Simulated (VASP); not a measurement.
# Te2Mo (Pm) in VASP: single point with BLYP

Aim: the single point of Te2Mo with BLYP.

All numbers are computed with VASP 6.6.1; they aren't measurements. Logs are shortened: lines on timing, memory, paths and dates and some standing lists are left out, and cuts for length are marked.

## 1. The cell of the first run

The typed cell holds 12 atoms: a = 6.499 Å, b = 3.592 Å, c = 20.801 Å, α = 90.00°, β = 90.57°, γ = 90.00°.

## 2. Single point, BLYP

File INCAR:

```
AGGAC    = 1.0          
AGGAX    = 1.0          
ALDAC    = 0.0          
ALDAX    = 1.0          
ALGO     = Normal         # electronic algorithm
EDIFF    = 1E-6           # SCF threshold, eV
ENCUT    = 520            # plane-wave cutoff, eV
GGA      = B5             # functional
ISIF     = 2              # what is computed and relaxed
ISMEAR   = -1             # smearing method
LASPH    = True           # aspherical terms in the spheres
LCHARG   = False          # write CHGCAR
LREAL    = False          # projectors in reciprocal space
LWAVE    = False          # write WAVECAR
NBANDS   = 64             # bands
NELM     = 100            # most SCF steps
PREC     = Accurate       # precision mode
SIGMA    = 0.05           # smearing width, eV
```

File KPOINTS:

```
k-points
0
Gamma
  3 6 2
```

File POSCAR:

```
Te2Mo
1.0
    6.4984421988      0.0000000000      0.0642146490
    0.0000000000      3.5924791606      0.0000000000
   -0.4118565581      0.0000000000     20.7969149039
Te Mo
8 4
Direct
    0.0707851437      0.5000000000      0.4279620168
    0.9288163980      0.0000000000      0.5719137711
    0.5787356130      0.0000000000      0.4003864338
    0.4208659132      0.5000000000      0.5994881418
    0.0854304714      0.0000000000      0.0996115654
    0.9149676139      0.5000000000      0.9005134305
    0.5757494455      0.5000000000      0.0720369568
    0.4246477158      0.0000000000      0.9280865089
    0.3192692129      0.0000000000      0.5045410073
    0.6803329699      0.5000000000      0.4953337278
    0.1810276155      0.5000000000      0.0046676874
    0.8193708771      0.0000000000      0.9954577423
```

Potentials or basis: VASP PAW PBE potentials, release 64 (Te, Mo_sv).

The run is started by

```sh
$ cat potpaw_PBE.64/Te/POTCAR potpaw_PBE.64/Mo_sv/POTCAR > POTCAR
$ mpirun -np 1 vasp_std > vasp.out
```

OUTCAR:

```text
EDIFF = 1E-6
   ENCUT = 520
   GGA = B5
   ISIF = 2
   ISMEAR = -1
   LASPH = True
   LREAL = False
   NELM = 100
   PREC = Accurate

 ion  position               nearest neighbor table
   1  0.071  0.500  0.428-   9 2.88   9 2.88  10 2.91   2 3.62   2 3.62
   2  0.929  0.000  0.572-  10 2.88  10 2.88   9 2.91   1 3.62   1 3.62
   3  0.579  0.000  0.400-  10 2.75  10 2.75   9 2.76
   4  0.421  0.500  0.599-   9 2.75   9 2.75  10 2.76
   5  0.085  0.000  0.100-  11 2.75  11 2.75  12 2.76
   6  0.915  0.500  0.901-  12 2.75  12 2.75  11 2.76
   7  0.576  0.500  0.072-  12 2.88  12 2.88  11 2.91   8 3.62   8 3.62
   8  0.425  0.000  0.928-  11 2.88  11 2.88  12 2.91   7 3.62   7 3.62
   9  0.319  0.000  0.505-   4 2.75   4 2.75   3 2.76   1 2.88   1 2.88   2 2.91  10 2.96  10 2.96

  10  0.680  0.500  0.495-   3 2.75   3 2.75   4 2.76   2 2.88   2 2.88   1 2.91   9 2.96   9 2.96

  11  0.181  0.500  0.005-   5 2.75   5 2.75   6 2.76   8 2.88   8 2.88   7 2.91  12 2.96  12 2.96

  12  0.819  0.000  0.995-   6 2.75   6 2.75   5 2.76   7 2.88   7 2.88   8 2.91  11 2.96  11 2.96

  LATTYP: Found a simple monoclinic cell.
 ALAT       =     6.4987594610
 B/A-ratio  =     0.5527946037
 C/A-ratio  =     3.2007635884
 COS(beta)  =    -0.0099197590

  Lattice vectors:

 A1 = (   6.4984421988,   0.0000000000,   0.0642146490)
 A2 = (   0.0000000000,   3.5924791606,   0.0000000000)
 A3 = (  -0.4118565581,   0.0000000000,  20.7969149039)

Analysis of symmetry for initial positions (statically):
=====================================================================
 Subroutine PRICEL returns:
 Original cell was already a primitive cell.

 Routine SETGRP: Setting up the symmetry group for a
 simple monoclinic supercell.

 Subroutine GETGRP returns: Found  2 space group operations
 (whereof  2 operations were pure point group operations)
 out of a pool of  4 trial point group operations.

The static configuration has the point symmetry C_1h.

Analysis of symmetry for dynamics (positions and initial velocities):
=====================================================================
 Subroutine PRICEL returns:
 Original cell was already a primitive cell.

 Routine SETGRP: Setting up the symmetry group for a
 simple monoclinic supercell.

 Subroutine GETGRP returns: Found  2 space group operations
 (whereof  2 operations were pure point group operations)
 out of a pool of  4 trial point group operations.

The dynamic configuration has the point symmetry C_1h.

 Subroutine INISYM returns: Found  2 space group operations
 (whereof  2 operations are pure point group operations),
 and found     1 'primitive' translations

----------------------------------------------------------------------------------------

                                     Primitive cell

  volume of cell :     485.6098

  direct lattice vectors                    reciprocal lattice vectors
     6.498442199  0.000000000  0.064214649     0.153852926  0.000000000  0.003046862
     0.000000000  3.592479161  0.000000000     0.000000000  0.278359304  0.000000000
    -0.411856558  0.000000000 20.796914904    -0.000475052  0.000000000  0.048074647

  length of vectors
     6.498759461  3.592479161 20.800992653     0.153883093  0.278359304  0.048076994

  position of ions in fractional coordinates (direct lattice)
     0.070785144  0.500000000  0.427962017
     0.928816398  0.000000000  0.571913771
     0.578735613  0.000000000  0.400386434
     0.420865913  0.500000000  0.599488142
     0.085430471  0.000000000  0.099611565
     0.914967614  0.500000000  0.900513430
     0.575749446  0.500000000  0.072036957
     0.424647716  0.000000000  0.928086509
     0.319269213  0.000000000  0.504541007
     0.680332970  0.500000000  0.495333728
     0.181027615  0.500000000  0.004667687
     0.819370877  0.000000000  0.995457742

  ion indices of the primitive-cell ions
   primitive index   ion index
                 1           1
                 2           2
                 3           3
                 4           4
                 5           5
                 6           6
                 7           7
                 8           8
                 9           9
                10          10
                11          11
                12          12

----------------------------------------------------------------------------------------

 KPOINTS: k-points

Automatic generation of k-mesh.
 Grid dimensions read from file:
 generate k-points for:    3    6    2

 Generating k-lattice:

  Cartesian coordinates                     Fractional coordinates (reciprocal lattice)
     0.051284309  0.000000000  0.001015621     0.333333333  0.000000000  0.000000000
     0.000000000  0.046393217  0.000000000     0.000000000  0.166666667  0.000000000
    -0.000237526  0.000000000  0.024037324     0.000000000  0.000000000  0.500000000

  Length of vectors
     0.051294364  0.046393217  0.024038497

  Shift w.r.t. Gamma in fractional coordinates (k-lattice)
     0.000000000  0.000000000  0.000000000

 Subroutine IBZKPT returns following result:
 ===========================================

 Found     16 irreducible k-points:

 Following reciprocal coordinates:
            Coordinates               Weight
  0.000000  0.000000  0.000000      1.000000
  0.333333  0.000000  0.000000      2.000000
  0.000000  0.166667  0.000000      2.000000
  0.333333  0.166667  0.000000      4.000000
  0.000000  0.333333  0.000000      2.000000
  0.333333  0.333333  0.000000      4.000000
[... 8 lines left out ...]
 -0.000000  0.500000  0.500000      1.000000
  0.333333  0.500000  0.500000      2.000000
   k-points           NKPTS =     16   k-points in BZ     NKDIM =     16   number of bands    NBANDS=     64
   number of dos      NEDOS =    301   number of ions     NIONS =     12
   total plane-waves  NPLWV = 215040
   dimension x,y,z NGX =    48 NGY =   28 NGZ =  160
   dimension x,y,z NGXF=    96 NGYF=   56 NGZF=  320
   ions per type =               8   4
   NGX,Y,Z   is equivalent  to a cutoff of  12.28, 12.96, 12.79 a.u.
   NGXF,Y,Z  is equivalent  to a cutoff of  24.56, 25.91, 25.58 a.u.
 SYSTEM =  unknown system
   PREC   = accura    normal or accurate (medium, high low for compatibility)
   ISTART =      0    job   : 0-new  1-cont  2-samecut
   ICHARG =      2    charge: 1-file 2-atom 10-const
   ISPIN  =      1    spin polarized calculation?
   LNONCOLLINEAR =      F non collinear calculations
   LSORBIT =      F    spin-orbit coupling
   LASPH  =      T    aspherical Exc in radial PAW
   ENCUT  =  520.0 eV  38.22 Ry    6.18 a.u.  12.08  6.68 38.68*2*pi/ulx,y,z
   NELM   =    100;   NELMIN=  2; NELMDL= -5     # of ELM steps
   EDIFF  = 0.1E-05   stopping-criterion for ELM
   LREAL  =      F    real-space projection
   EDIFFG = 0.1E-04   stopping-criterion for IOM
   NSW    =      0    number of steps for IOM
   IBRION =     -1    ionic relax: 0-MD 1-quasi-New 2-CG
   NFREE  =      0    steps in history (QN), initial steepest desc. (CG)
   ISIF   =      2    stress and relaxation
   ISYM   =      2    0-nonsym 1-usesym 2-fastsym
   POTIM  = 0.5000    time-step for ionic-motion
   TEBEG  =    0.0;   TEEND  =   0.0 temperature during run
   PSTRESS=    0.0 pullay stress
   NELECT =     104.0000    total number of electrons
   NUPDOWN=      -1.0000    fix difference up-down
   EMIN   =  10.00;   EMAX   =-10.00  energy-range for DOS
   EFERMI =   0.00;   METHOD = LEGACY
   ISMEAR =    -1;   SIGMA  =   0.05  broadening in eV -4-tet -1-fermi 0-gaus
   EFERMI_NEDOS =   21; number of points for ismear=-14 and -15
   IALGO  =     38    algorithm
   IMIX   =      4    mixing-type and parameters
     AMIX     =   0.40;   BMIX     =  1.00
     AMIX_MAG =   1.60;   BMIX_MAG =  1.00
  volume/ion in A,a.u.               =      40.47       273.09
  Fermi-wavevector in a.u.,A,eV,Ry     =   0.979468  1.850926 13.052845  0.959357
  Thomas-Fermi vector in A             =   2.110323
   LORBIT       =      0    0 simple, 1 ext, 2 COOP (PROOUT), +10 PAW based schemes
   GGA     = B5    functional components
   LHFCALC =     F    Hartree Fock is set to
   AEXX    =    0.0000 exact exchange contribution
   IVDW    =     0    specifies the selected vdW correction
   LEPSILON=     F    determine dielectric tensor
   LRPA    =     F    only Hartree local field effects (RPA)
 non-spin polarized calculation
  energy-cutoff  :      520.00
  volume of cell :      485.61
 maximum number of plane-waves:     13118
   NGX = 25   NGY = 13   NGZ = 77

 number of electron     104.0000001 magnetization

 Free energy of the ion-electron system (eV)
  ---------------------------------------------------
  ext. energy  EPLUGINS =         0.00000000
  ---------------------------------------------------
  free energy    TOTEN  =       -61.35425473 eV

  energy without entropy =      -61.33149215  energy(sigma->0) =      -61.34287344

 E-fermi :   3.6039     XC(G=0):  -7.0024

 val. band max:        3.3951878431   @ k =   0.0000   0.0000   0.0000
 cond. band min:       3.6213295765   @ k =   0.0000   0.1667   0.0000
 fundamental gap:      0.2261417333
 Fermi energy:         3.6038892573

 k-point     1 :       0.0000    0.0000    0.0000
  band No.  band energies     occupation
      1     -57.2583      2.00000
      2     -57.2582      2.00000
      3     -57.2146      2.00000
      4     -57.2145      2.00000
      5     -31.5809      2.00000
      6     -31.5808      2.00000
[... 56 lines left out ...]
     63       6.6327      0.00000
     64       6.6467      0.00000

 k-point     2 :       0.3333    0.0000    0.0000
  band No.  band energies     occupation
      1     -57.2582      2.00000
      2     -57.2581      2.00000
      3     -57.2147      2.00000
      4     -57.2146      2.00000
      5     -31.5775      2.00000
      6     -31.5774      2.00000
[... 56 lines left out ...]
     63       6.3996      0.00000
     64       6.4712      0.00000

 k-point     3 :       0.0000    0.1667    0.0000
  band No.  band energies     occupation
      1     -57.2545      2.00000
      2     -57.2544      2.00000
      3     -57.2167      2.00000
      4     -57.2166      2.00000
      5     -31.5923      2.00000
      6     -31.5922      2.00000
[... 860 lines left out ...]
     63       5.5754      0.00000
     64       5.5755      0.00000

 k-point    16 :       0.3333    0.5000    0.5000
  band No.  band energies     occupation
      1     -57.2331      2.00000
      2     -57.2329      2.00000
      3     -57.2329      2.00000
      4     -57.2328      2.00000
      5     -31.6389      2.00000
      6     -31.6388      2.00000
[... 56 lines left out ...]
     63       5.7026      0.00000
     64       5.7027      0.00000

------------------------ aborting loop because EDIFF is reached ----------------------------------------

  FORCE on cell =-STRESS in cart. coord.  units (eV):
  Direction    XX          YY          ZZ          XY          YZ          ZX
  --------------------------------------------------------------------------------------
  -------------------------------------------------------------------------------------
  Total        0.5764595      0.4733871      0.7747351      0.0000000      0.0000000      0.0011223
  in kB        1.9019188      1.5618509      2.5560916      0.0000000      0.0000000      0.0037029
  external PRESSURE =       2.0066204 kB  Pullay stress =       0.0000000 kB

 VOLUME and BASIS-vectors are now :
 -----------------------------------------------------------------------------
  energy-cutoff  :      520.00
  volume of cell :      485.61
      direct lattice vectors                 reciprocal lattice vectors
     6.498442199  0.000000000  0.064214649     0.153852926  0.000000000  0.003046862
     0.000000000  3.592479161  0.000000000     0.000000000  0.278359304  0.000000000
    -0.411856558  0.000000000 20.796914904    -0.000475052  0.000000000  0.048074647

 POSITION                                       TOTAL-FORCE (eV/Angst)
 -----------------------------------------------------------------------------------
      0.28373      1.79624      8.90484        -0.003599      0.000000     -0.037112
      5.80031      0.00000     11.95369         0.003443      0.000000      0.036964
      3.59598      0.00000      8.36397         0.003958      0.000000     -0.056674
      2.48807      1.79624     12.49453        -0.003821      0.000000      0.056827
      0.51414      0.00000      2.07710         0.002761      0.000000      0.057139
      5.57498      1.79624     18.78666        -0.002828      0.000000     -0.056977
      3.71181      1.79624      1.53512        -0.004767      0.000000      0.037426
      2.37731      0.00000     19.32860         0.004848      0.000000     -0.037270
      1.86695      0.00000     10.51340        -0.016327      0.000000     -0.001058
      4.21710      1.79624     10.34510         0.016489      0.000000      0.001174
      1.17448      1.79624      0.10870         0.016202      0.000000     -0.000997
      4.91465      0.00000     20.75507        -0.016357      0.000000      0.000560
 -----------------------------------------------------------------------------------
    total drift:                                0.000077     -0.000000      0.000014

  FREE ENERGIE OF THE ION-ELECTRON SYSTEM (eV)
  ---------------------------------------------------
  free  energy   TOTEN  =       -61.3542547302 eV

  energy  without entropy=      -61.3314921506  energy(sigma->0) =      -61.34287344
```

Wall time 20 min (1 thread of AMD EPYC 7R43 (Zen 3), shared host); peak memory 0.64 GiB.

Results:

* Free energy: -61.3543 eV
* Pressure: 0.2 GPa
* Largest force: 0.057 eV/Å
* Band gap on the k mesh: zero (bands 52 and 53 overlap by 0.05 eV)

Forces in eV/Å, atoms in the order of the input:
```
Te  -0.004  0.000 -0.037
Te   0.003  0.000  0.037
Te   0.004  0.000 -0.057
Te  -0.004  0.000  0.057
Te   0.003  0.000  0.057
Te  -0.003  0.000 -0.057
Te  -0.005  0.000  0.037
Te   0.005  0.000 -0.037
Mo  -0.016  0.000 -0.001
Mo   0.016  0.000  0.001
Mo   0.016  0.000 -0.001
Mo  -0.016  0.000  0.001
```

Stress tensor (GPa, compression positive):
```
0.19 0.00 0.00
0.00 0.16 0.00
0.00 0.00 0.26
```

Caveat: the PAW data sets were made with another functional, which shifts forces and pressure a little; spin-orbit coupling is left out, which moves the levels of the heavy elements.
